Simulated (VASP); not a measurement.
# GaP (Fm-3m) in VASP: further runs

The runs below take GaP through single point, with r2SCAN.

All numbers are computed with VASP 6.6.1; they aren't measurements. Logs are shortened: lines on timing, memory, paths and dates and some standing lists are left out, and cuts for length are marked.

## Step 1: The cell of the first run

The structure is cubic, space group Fm-3m (No. 225). Conventional cell: a = 4.615 Å, b = 4.615 Å, c = 4.615 Å, α = 90.00°, β = 90.00°, γ = 90.00°. Within 3.0 Å of Ga (site symmetry m-3m) lie 6 P at 2.31 Å. Within 3.0 Å of P (site symmetry m-3m) lie 6 Ga at 2.31 Å.

## Step 2: Single point, r2SCAN (N replaced by P, lengths x 1.112, strained)

POSCAR reads:

```
GaP
1.0
    0.0000000000      2.3074654227      2.3074654227
    2.3074654227      0.0000000000      2.3074654227
    2.3074654227      2.3074654227      0.0000000000
Ga P
1 1
Direct
    0.0000000000      0.0000000000      0.0000000000
    0.5000000000      0.5000000000      0.5000000000
```

INCAR.step1 reads:

```
PREC = Accurate ; ENCUT = 520
ISMEAR = 0 ; SIGMA = 0.1
LREAL = F ; LASPH = T
NELM = 100 ; NBANDS = 16
GGA = PE ; ALGO = Normal
EDIFF = 1E-4 ; LWAVE = T
LCHARG = F
```

INCAR.step2 reads:

```
PREC = Accurate ; ENCUT = 520
EDIFF = 1E-6 ; ISMEAR = 0
SIGMA = 0.1 ; LREAL = F
LASPH = T ; NELM = 100
ALGO = Normal ; ISIF = 2
LWAVE = F ; LCHARG = T
METAGGA = R2SCAN ; LMIXTAU = T
LELF = T ; LVHAR = T
NBANDS = 16 ; ISTART = 1
```

KPOINTS reads:

```
regular mesh
0
Gamma
  16 16 16
```

Potentials or basis: VASP PAW PBE potentials, release 64 (Ga_d, P).

On the command line:

```bash
> cat potpaw_PBE.64/Ga_d/POTCAR potpaw_PBE.64/P/POTCAR > POTCAR
> cp INCAR.step1 INCAR
> mpirun -np 1 vasp_std > vasp.out
> cp INCAR.step2 INCAR
> mpirun -np 1 vasp_std > vasp.out
```

OUTCAR:

```text
PREC = Accurate
   ENCUT = 520
   EDIFF = 1E-6
   ISMEAR = 0
   LREAL = F
   LASPH = T
   NELM = 100
   ISIF = 2
   METAGGA = R2SCAN
   ISTART = 1

 ion  position               nearest neighbor table
   1  0.000  0.000  0.000-   2 2.31   2 2.31   2 2.31   2 2.31   2 2.31   2 2.31
   2  0.500  0.500  0.500-   1 2.31   1 2.31   1 2.31   1 2.31   1 2.31   1 2.31

  LATTYP: Found a face centered cubic cell.
 ALAT       =     4.6149308454

  Lattice vectors:

 A1 = (   0.0000000000,   2.3074654227,   2.3074654227)
 A2 = (   2.3074654227,   0.0000000000,   2.3074654227)
 A3 = (   2.3074654227,   2.3074654227,   0.0000000000)

Analysis of symmetry for initial positions (statically):
=====================================================================
 Subroutine PRICEL returns:
 Original cell was already a primitive cell.

 Routine SETGRP: Setting up the symmetry group for a
 face centered cubic supercell.

 Subroutine GETGRP returns: Found 48 space group operations
 (whereof 48 operations were pure point group operations)
 out of a pool of 48 trial point group operations.

The static configuration has the point symmetry O_h .

Analysis of symmetry for dynamics (positions and initial velocities):
=====================================================================
 Subroutine PRICEL returns:
 Original cell was already a primitive cell.

 Routine SETGRP: Setting up the symmetry group for a
 face centered cubic supercell.

 Subroutine GETGRP returns: Found 48 space group operations
 (whereof 48 operations were pure point group operations)
 out of a pool of 48 trial point group operations.

The dynamic configuration has the point symmetry O_h .

 Subroutine INISYM returns: Found 48 space group operations
 (whereof 48 operations are pure point group operations),
 and found     1 'primitive' translations

----------------------------------------------------------------------------------------

                                     Primitive cell

  volume of cell :      24.5717

  direct lattice vectors                    reciprocal lattice vectors
     0.000000000  2.307465423  2.307465423    -0.216687971  0.216687971  0.216687971
     2.307465423  0.000000000  2.307465423     0.216687971 -0.216687971  0.216687971
     2.307465423  2.307465423  0.000000000     0.216687971  0.216687971 -0.216687971

  length of vectors
     3.263248895  3.263248895  3.263248895     0.375314575  0.375314575  0.375314575

  position of ions in fractional coordinates (direct lattice)
     0.000000000  0.000000000  0.000000000
     0.500000000  0.500000000  0.500000000

  ion indices of the primitive-cell ions
   primitive index   ion index
                 1           1
                 2           2

----------------------------------------------------------------------------------------

 KPOINTS: regular mesh

Automatic generation of k-mesh.
 Grid dimensions read from file:
 generate k-points for:   16   16   16

 Generating k-lattice:

  Cartesian coordinates                     Fractional coordinates (reciprocal lattice)
    -0.013542998  0.013542998  0.013542998     0.062500000  0.000000000  0.000000000
     0.013542998 -0.013542998  0.013542998     0.000000000  0.062500000  0.000000000
     0.013542998  0.013542998 -0.013542998     0.000000000  0.000000000  0.062500000

  Length of vectors
     0.023457161  0.023457161  0.023457161

  Shift w.r.t. Gamma in fractional coordinates (k-lattice)
     0.000000000  0.000000000  0.000000000

 Subroutine IBZKPT returns following result:
 ===========================================

 Found    145 irreducible k-points:

 Following reciprocal coordinates:
            Coordinates               Weight
  0.000000  0.000000  0.000000      1.000000
  0.062500  0.000000  0.000000      8.000000
  0.125000  0.000000  0.000000      8.000000
  0.187500  0.000000  0.000000      8.000000
  0.250000  0.000000  0.000000      8.000000
  0.312500  0.000000  0.000000      8.000000
[... 16 lines left out ...]
 -0.125000  0.062500  0.000000     24.000000
 -0.062500  0.062500  0.000000     12.000000
 [... further k-points ...]
   k-points           NKPTS =    145   k-points in BZ     NKDIM =    145   number of bands    NBANDS=     16
   number of dos      NEDOS =    301   number of ions     NIONS =      2
   total plane-waves  NPLWV =  13824
   dimension x,y,z NGX =    24 NGY =   24 NGZ =   24
   dimension x,y,z NGXF=    48 NGYF=   48 NGZF=   48
   ions per type =               1   1
   NGX,Y,Z   is equivalent  to a cutoff of  12.23, 12.23, 12.23 a.u.
   NGXF,Y,Z  is equivalent  to a cutoff of  24.45, 24.45, 24.45 a.u.
 SYSTEM =  unknown system
   PREC   = accura    normal or accurate (medium, high low for compatibility)
   ISTART =      1    job   : 0-new  1-cont  2-samecut
   ICHARG =      0    charge: 1-file 2-atom 10-const
   ISPIN  =      1    spin polarized calculation?
   LNONCOLLINEAR =      F non collinear calculations
   LSORBIT =      F    spin-orbit coupling
   LASPH  =      T    aspherical Exc in radial PAW
   ENCUT  =  520.0 eV  38.22 Ry    6.18 a.u.   6.07  6.07  6.07*2*pi/ulx,y,z
   NELM   =    100;   NELMIN=  2; NELMDL=  0     # of ELM steps
   EDIFF  = 0.1E-05   stopping-criterion for ELM
   LREAL  =      F    real-space projection
   EDIFFG = 0.1E-04   stopping-criterion for IOM
   NSW    =      0    number of steps for IOM
   IBRION =     -1    ionic relax: 0-MD 1-quasi-New 2-CG
   NFREE  =      0    steps in history (QN), initial steepest desc. (CG)
   ISIF   =      2    stress and relaxation
   ISYM   =      2    0-nonsym 1-usesym 2-fastsym
   POTIM  = 0.5000    time-step for ionic-motion
   TEBEG  =    0.0;   TEEND  =   0.0 temperature during run
   PSTRESS=    0.0 pullay stress
   NELECT =      18.0000    total number of electrons
   NUPDOWN=      -1.0000    fix difference up-down
   EMIN   =  10.00;   EMAX   =-10.00  energy-range for DOS
   EFERMI =   0.00;   METHOD = LEGACY
   ISMEAR =     0;   SIGMA  =   0.10  broadening in eV -4-tet -1-fermi 0-gaus
   EFERMI_NEDOS =   21; number of points for ismear=-14 and -15
   IALGO  =     38    algorithm
   IMIX   =      4    mixing-type and parameters
     AMIX     =   0.40;   BMIX     =  1.00
     AMIX_MAG =   1.60;   BMIX_MAG =  1.00
  volume/ion in A,a.u.               =      12.29        82.91
  Fermi-wavevector in a.u.,A,eV,Ry     =   1.475776  2.788812 29.632333  2.177915
  Thomas-Fermi vector in A             =   2.590384
   LORBIT       =      0    0 simple, 1 ext, 2 COOP (PROOUT), +10 PAW based schemes
   METAGGA = R2SCAN    functional components
   LHFCALC =     F    Hartree Fock is set to
   AEXX    =    0.0000 exact exchange contribution
   IVDW    =     0    specifies the selected vdW correction
   LEPSILON=     F    determine dielectric tensor
   LRPA    =     F    only Hartree local field effects (RPA)
 non-spin polarized calculation
 Gauss-broadening in eV      SIGMA  =   0.10
  energy-cutoff  :      520.00
  volume of cell :       24.57
 maximum number of plane-waves:       684
   NGX = 13   NGY = 13   NGZ = 13

 number of electron      17.9999995 magnetization

 Free energy of the ion-electron system (eV)
  ---------------------------------------------------
  ext. energy  EPLUGINS =         0.00000000
  ---------------------------------------------------
  free energy    TOTEN  =       -19.18848110 eV

  energy without entropy =      -19.18393121  energy(sigma->0) =      -19.18620615

 E-fermi :  10.9227     XC(G=0): -13.6336

 val. band max:       10.9179731187   @ k =  -0.3750   0.3750   0.0000
 cond. band min:      10.9255672721   @ k =   0.3750   0.1250   0.0625
 fundamental gap:      0.0075941534
 Fermi energy:        10.9226918237

 k-point     1 :       0.0000    0.0000    0.0000
  band No.  band energies     occupation
      1      -6.4471      2.00000
      2      -5.0834      2.00000
      3      -5.0834      2.00000
      4      -5.0189      2.00000
      5      -5.0189      2.00000
      6      -5.0189      2.00000
[... 8 lines left out ...]
     15      21.9981      0.00000
     16      22.3385      0.00000

 k-point     2 :       0.0625    0.0000    0.0000
  band No.  band energies     occupation
      1      -6.3653      2.00000
      2      -5.0866      2.00000
      3      -5.0866      2.00000
      4      -5.0202      2.00000
      5      -5.0149      2.00000
      6      -5.0149      2.00000
[... 8 lines left out ...]
     15      20.5643      0.00000
     16      22.2191      0.00000

 k-point     3 :       0.1250    0.0000    0.0000
  band No.  band energies     occupation
      1      -6.1222      2.00000
      2      -5.0977      2.00000
      3      -5.0977      2.00000
      4      -5.0220      2.00000
      5      -5.0017      2.00000
      6      -5.0017      2.00000
[... 8 lines left out ...]
     15      19.4836      0.00000
     16      21.8988      0.00000

 k-point     4 :       0.1875    0.0000    0.0000
  band No.  band energies     occupation
      1      -5.7293      2.00000
      2      -5.1166      2.00000
      3      -5.1165      2.00000
      4      -5.0141      2.00000
      5      -4.9795      2.00000
      6      -4.9795      2.00000
[... 8 lines left out ...]
     15      19.9270      0.00000
     16      21.7923      0.00000

 k-point     5 :       0.2500    0.0000    0.0000
  band No.  band energies     occupation
      1      -5.2800      2.00000
      2      -5.1401      2.00000
      3      -5.1400      2.00000
      4      -4.9518      2.00000
      5      -4.9518      2.00000
      6      -4.9065      2.00000
[... 8 lines left out ...]
     15      20.7758      0.00000
     16      22.6348      0.00000

 k-point     6 :       0.3125    0.0000    0.0000
  band No.  band energies     occupation
      1      -5.1641      2.00000
      2      -5.1641      2.00000
      3      -5.1406      2.00000
      4      -4.9234      2.00000
      5      -4.9234      2.00000
      6      -4.3423      2.00000
[... 8 lines left out ...]
     15      21.9910      0.00000
     16      24.0620      0.00000

 k-point     7 :       0.3750    0.0000    0.0000
  band No.  band energies     occupation
      1      -5.1846      2.00000
      2      -5.1846      2.00000
      3      -5.1286      2.00000
      4      -4.8989      2.00000
      5      -4.8989      2.00000
      6      -3.5290      2.00000
[... 8 lines left out ...]
     15      23.3361      0.00000
     16      25.6510      0.00000

 k-point     8 :       0.4375    0.0000    0.0000
  band No.  band energies     occupation
      1      -5.1984      2.00000
      2      -5.1984      2.00000
      3      -5.1293      2.00000
      4      -4.8825      2.00000
      5      -4.8824      2.00000
      6      -2.6709      2.00000
[... 8 lines left out ...]
     15      24.6126      0.00000
     16      27.2177      0.00000

 k-point     9 :       0.5000    0.0000    0.0000
  band No.  band energies     occupation
      1      -5.2032      2.00000
      2      -5.2032      2.00000
      3      -5.1302      2.00000
      4      -4.8766      2.00000
      5      -4.8766      2.00000
      6      -2.1870      2.00000
[... 8 lines left out ...]
     15      25.2437      0.00000
     16      28.1185      0.00000
[... 172 lines left out ...]
 k-point    19 :      -0.3750    0.0625    0.0000
  band No.  band energies     occupation
      1      -5.2068      2.00000
      2      -5.1920      2.00000
      3      -5.1177      2.00000
      4      -4.9005      2.00000
      5      -4.8976      2.00000
      6      -3.1415      2.00000
[... 8 lines left out ...]
     15      23.8010      0.00000
     16      27.0140      0.00000

 k-point    20 :      -0.3125    0.0625    0.0000
  band No.  band energies     occupation
      1      -5.1936      2.00000
      2      -5.1775      2.00000
      3      -5.1137      2.00000
      4      -4.9242      2.00000
      5      -4.9216      2.00000
      6      -3.9867      2.00000
[... 8 lines left out ...]
     15      22.5513      0.00000
     16      25.4943      0.00000

 k-point    21 :      -0.2500    0.0625    0.0000
  band No.  band energies     occupation
      1      -5.2228      2.00000
      2      -5.1574      2.00000
      3      -5.1145      2.00000
      4      -4.9637      2.00000
      5      -4.9493      2.00000
      6      -4.6673      2.00000
[... 8 lines left out ...]
     15      21.6268      0.00000
     16      23.9779      0.00000

 k-point    22 :      -0.1875    0.0625    0.0000
  band No.  band energies     occupation
      1      -5.5276      2.00000
      2      -5.1350      2.00000
      3      -5.1081      2.00000
      4      -5.0153      2.00000
      5      -4.9759      2.00000
      6      -4.9291      2.00000
[... 8 lines left out ...]
     15      21.5899      0.00000
     16      22.6602      0.00000

 k-point    23 :      -0.1250    0.0625    0.0000
  band No.  band energies     occupation
      1      -5.9406      2.00000
      2      -5.1142      2.00000
      3      -5.0944      2.00000
      4      -5.0262      2.00000
      5      -4.9971      2.00000
      6      -4.9793      2.00000
[... 8 lines left out ...]
     15      21.0077      0.00000
     16      22.4670      0.00000

 k-point    24 :      -0.0625    0.0625    0.0000
  band No.  band energies     occupation
      1      -6.2306      2.00000
      2      -5.0979      2.00000
      3      -5.0860      2.00000
      4      -5.0234      2.00000
      5      -5.0101      2.00000
      6      -5.0038      2.00000
[... 8 lines left out ...]
     15      20.5388      0.00000
     16      22.6522      0.00000

 [... further k-points ...]

------------------------ aborting loop because EDIFF is reached ----------------------------------------

  FORCE on cell =-STRESS in cart. coord.  units (eV):
  Direction    XX          YY          ZZ          XY          YZ          ZX
  --------------------------------------------------------------------------------------
  -------------------------------------------------------------------------------------
  Total        9.2747917      9.2747917      9.2747917      0.0000000      0.0000000      0.0000000
  in kB      604.7545530    604.7545530    604.7545530      0.0000000      0.0000000      0.0000000
  external PRESSURE =     604.7545530 kB  Pullay stress =       0.0000000 kB

 VOLUME and BASIS-vectors are now :
 -----------------------------------------------------------------------------
  energy-cutoff  :      520.00
  volume of cell :       24.57
      direct lattice vectors                 reciprocal lattice vectors
     0.000000000  2.307465423  2.307465423    -0.216687971  0.216687971  0.216687971
     2.307465423  0.000000000  2.307465423     0.216687971 -0.216687971  0.216687971
     2.307465423  2.307465423  0.000000000     0.216687971  0.216687971 -0.216687971

 POSITION                                       TOTAL-FORCE (eV/Angst)
 -----------------------------------------------------------------------------------
      0.00000      0.00000      0.00000         0.000000     -0.000000     -0.000000
      2.30747      2.30747      2.30747        -0.000000      0.000000      0.000000
 -----------------------------------------------------------------------------------
    total drift:                                0.000000     -0.000000     -0.000000

  FREE ENERGIE OF THE ION-ELECTRON SYSTEM (eV)
  ---------------------------------------------------
  free  energy   TOTEN  =       -19.1884810998 eV

  energy  without entropy=      -19.1839312065  energy(sigma->0) =      -19.18620615
```

Run time: 2.5 min. Hardware: 1 thread of Intel Xeon 8259CL, shared host; peak memory 0.19 GiB.

What came out:

```yaml
Free_energy: -19.1885 eV
Pressure: 60.5 GPa
Band_gap_on_the_k_mesh: zero (band 9 reaches 11.58 eV, above the bottom of band 10 at 8.21 eV)
```

Levels at points of the mesh, in eV from the Fermi level:
```
           k point  band 7  band 8  band 9  band 10  band 11  band 12
(0.00, 0.00, 0.00)   -0.18   -0.18   -0.18     6.33     7.07     7.07
(0.50, 0.00, 0.00)  -10.62    0.12    0.12     2.73     2.73     4.08
(0.50, 0.50, 0.00)   -8.96   -4.33   -4.33    -2.72     2.41    14.78
```

Caveat: the cell differs from its parent crystal (N replaced by P, lengths x 1.112, strained); the PAW data sets were made with another functional, which shifts forces and pressure a little.

## Step 3: Single point, r2SCAN (N replaced by P, lengths x 1.112, strained)

POSCAR reads:

```
GaP
1.0
    0.0000000000      2.3966880205      2.3966880205
    2.3966880205      0.0000000000      2.3966880205
    2.3966880205      2.3966880205      0.0000000000
Ga P
1 1
Direct
    0.0000000000      0.0000000000      0.0000000000
    0.5000000000      0.5000000000      0.5000000000
```

INCAR.step1 reads:

```
PREC = Accurate
ENCUT = 520
ISMEAR = 0
SIGMA = 0.1
LREAL = False
LASPH = True
NELM = 80
NBANDS = 16
GGA = PE
ALGO = Normal
EDIFF = 1E-4
LWAVE = True
LCHARG = False
```

INCAR.step2 reads:

```
PREC = Accurate
ENCUT = 520
EDIFF = 1E-7
ISMEAR = 0
SIGMA = 0.1
LREAL = False
LASPH = True
NELM = 80
ALGO = Normal
ISIF = 2
LWAVE = False
LCHARG = False
METAGGA = R2SCAN
LMIXTAU = True
NBANDS = 16
ISTART = 1
```

KPOINTS reads:

```
Automatic mesh
0
Gamma
  16 16 16
```

Potentials or basis: VASP PAW PBE potentials, release 64 (Ga_d, P).

On the command line:

```bash
> cat potpaw_PBE.64/Ga_d/POTCAR potpaw_PBE.64/P/POTCAR > POTCAR
> cp INCAR.step1 INCAR
> mpirun -np 1 vasp_std > vasp.out
> cp INCAR.step2 INCAR
> mpirun -np 1 vasp_std > vasp.out
```

Run time: 4.6 min. Hardware: 1 thread of Intel Xeon 8259CL, shared host; peak memory 0.21 GiB.

Results (log left out):

```yaml
Free_energy: -20.0011 eV
Pressure: 29.8 GPa
Band_gap_on_the_k_mesh: zero (band 9 reaches 9.77 eV, above the bottom of band 10 at 6.31 eV)
```

Levels at points of the mesh, in eV from the Fermi level:
| k point | band 6 | band 7 | band 8 | band 9 | band 10 | band 11 | band 12 | band 13 |
| --- | --- | --- | --- | --- | --- | --- | --- | --- |
| (0.00, 0.00, 0.00) | -15.58 | -0.13 | -0.13 | -0.13 | 4.63 | 7.27 | 7.27 | 7.27 |
| (0.50, 0.00, 0.00) | -12.25 | -9.68 | 0.12 | 0.12 | 2.95 | 2.95 | 3.96 | 7.35 |
| (0.50, 0.50, 0.00) | -10.35 | -7.86 | -3.75 | -3.75 | -2.86 | 2.95 | 14.04 | 14.04 |

Caveat: the cell differs from its parent crystal (N replaced by P, lengths x 1.112, strained); the PAW data sets were made with another functional, which shifts forces and pressure a little.
